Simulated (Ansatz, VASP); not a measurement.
# LiF in VASP and in Ansatz

INCAR

```
ALGO = Normal
EDIFF = 1E-6
ENCUT = 520
GGA = CA
ISIF = 2
ISMEAR = 0
LASPH = True
LCHARG = False
LREAL = False
LWAVE = False
NBANDS = 18
NELM = 100
PREC = Accurate
SIGMA = 0.05
```

KPOINTS

```
k-points
0
Gamma
  9 9 6
```

The input POSCAR:

```
LiF
1.0
    3.0440282422      0.0000000000      0.0000000000
   -1.5220141211      2.6362057876      0.0000000000
    0.0000000000      0.0000000000      4.9118439716
Li F
2 2
Direct
    0.3333333333      0.6666666667      0.3839784076
    0.6666666667      0.3333333333      0.8839784076
    0.3333333333      0.6666666667      0.9910195924
    0.6666666667      0.3333333333      0.4910195924
```

Input for Ansatz:

```yaml
crystal:
  lattice:
    - [3.0440282422, 0.0, 0.0]
    - [-1.5220141211, 2.6362057876, 0.0]
    - [0.0, 0.0, 4.9118439716]
  atoms:
    - { symbol: Li, position: [0.3333333333, 0.6666666667, 0.3839784076] }
    - { symbol: Li, position: [0.6666666667, 0.3333333333, 0.8839784076] }
    - { symbol: F, position: [0.3333333333, 0.6666666667, 0.9910195924] }
    - { symbol: F, position: [0.6666666667, 0.3333333333, 0.4910195924] }
basis:
  ecutwfc: 520.0
kpoints:
  mp_grid: { grid: [9, 9, 6] }
hamiltonian:
  xc: lda
scf:
  occupations: { method: gaussian, width: 0.05 }
output:
  forces: true
  stress: true
  eigenvalues: true
```

Alike in both runs: task single point; functional LDA; k mesh 9 × 9 × 6; occupations gaussian, width 0.05 eV; no spin polarisation.

|  | VASP | Ansatz |
| --- | --- | --- |
| version | VASP 6.6.1 | Ansatz 0.2.0 |
| potentials or method | VASP PAW LDA potentials, release 64 (Li_sv, F), cutoff 520 eV | scalar-relativistic, plane waves, PAW |
| valence electrons in the cell | 20 | 20 |

Ansatz gave:

| Quantity | Value |
| --- | --- |
| gap on the k mesh at the Fermi level (eV) | 7.54 |
| least direct gap on the mesh (eV) | 7.54 |
| rms of the force components (eV/Å) | 0.089 |

Q: What did VASP give for the same quantities?

A: gap on the k mesh at the Fermi level (eV): 7.53; least direct gap on the mesh (eV): 7.53; rms of the force components (eV/Å): 0.090.

LDA's correlation is that of Perdew and Zunger in VASP and of Perdew and Wang (1992) in Ansatz. Atom by atom the forces differ by 0.001 eV/Å (rms over components).

Noted on VASP's run: the cutoff is short for stress, so the pressure is rough.
